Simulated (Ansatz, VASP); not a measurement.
# BaZrO3: VASP beside Ansatz

INCAR

```
SYSTEM = BaZrO3
PREC     = Accurate       ! precision mode
ENCUT    = 600            ! plane-wave cutoff, eV
EDIFF    = 1E-6           ! SCF threshold, eV
ISMEAR   = 0              ! smearing method
SIGMA    = 0.02           ! smearing width, eV
LREAL    = .False.        ! projectors in reciprocal space
LASPH    = .True.         ! aspherical terms in the spheres
NELM     = 120            ! most SCF steps
ALGO     = Normal         ! electronic algorithm
ISIF     = 2              ! what is computed and relaxed
LWAVE    = .False.        ! write WAVECAR
LCHARG   = .True.         ! write CHGCAR
GGA      = PE             ! functional
LELF     = .True.         ! ELF
LVHAR    = .True.       
NBANDS   = 28             ! bands
GGA_COMPAT= .False.
```

File KPOINTS:

```
Automatic mesh
0
Gamma
  6 6 6
  0 0 0
```

Contents of POSCAR:

```
BaZrO3
1.0
    4.2271460921      0.0000000000      0.0000000000
    0.0000000000      4.2271460921      0.0000000000
    0.0000000000      0.0000000000      4.2271460921
Ba Zr O
1 1 3
Direct
    0.0000000000      0.0000000000      0.0000000000
    0.5000000000      0.5000000000      0.5000000000
    0.0000000000      0.5000000000      0.5000000000
    0.5000000000      0.0000000000      0.5000000000
    0.5000000000      0.5000000000      0.0000000000
```

Input for Ansatz:

```yaml
crystal:
  lattice:
    - [4.2271460921, 0.0, 0.0]
    - [0.0, 4.2271460921, 0.0]
    - [0.0, 0.0, 4.2271460921]
  atoms:
    - { symbol: Ba, position: [0.0, 0.0, 0.0] }
    - { symbol: Zr, position: [0.5, 0.5, 0.5] }
    - { symbol: O, position: [0.0, 0.5, 0.5] }
    - { symbol: O, position: [0.5, 0.0, 0.5] }
    - { symbol: O, position: [0.5, 0.5, 0.0] }
basis:
  ecutwfc: 600.0
kpoints:
  mp_grid: { grid: [6, 6, 6] }
  band_path:
    path:
      - [[0.0, 0.0, 0.0], [0.0, 0.5, 0.0], [0.5, 0.5, 0.0], [0.0, 0.0, 0.0], [0.5, 0.5, 0.5], [0.0, 0.5, 0.0]]
      - [[0.5, 0.5, 0.5], [0.5, 0.5, 0.0]]
    npoints: 10
hamiltonian:
  xc: pbe
  pseudopotentials: { kind: paw }
scf:
  occupations: { method: gaussian, width: 0.02 }
  n_extra_bands: 8
output:
  forces: true
  stress: true
  eigenvalues: true
```

Alike in both runs: task single point; functional PBE; k mesh 6 × 6 × 6; occupations gaussian, width 0.02 eV; no spin polarisation.

```csv
,VASP,Ansatz
version,VASP 6.6.1,Ansatz 0.2.0
potentials or method,"VASP PAW PBE potentials, release 64 (Ba_sv, Zr_sv, O), cutoff 600 eV","scalar-relativistic, plane waves, PAW"
valence electrons in the cell,40,40
```

Ansatz gave:

* gap on the k mesh at the Fermi level (eV): 3.18
* least direct gap on the mesh (eV): 3.40
* pressure (GPa): 0.0

**Question.** Which values does VASP return?

**Answer.** gap on the k mesh at the Fermi level (eV): 3.13; least direct gap on the mesh (eV): 3.38; pressure (GPa): 0.8.

Spin-orbit coupling is off throughout.
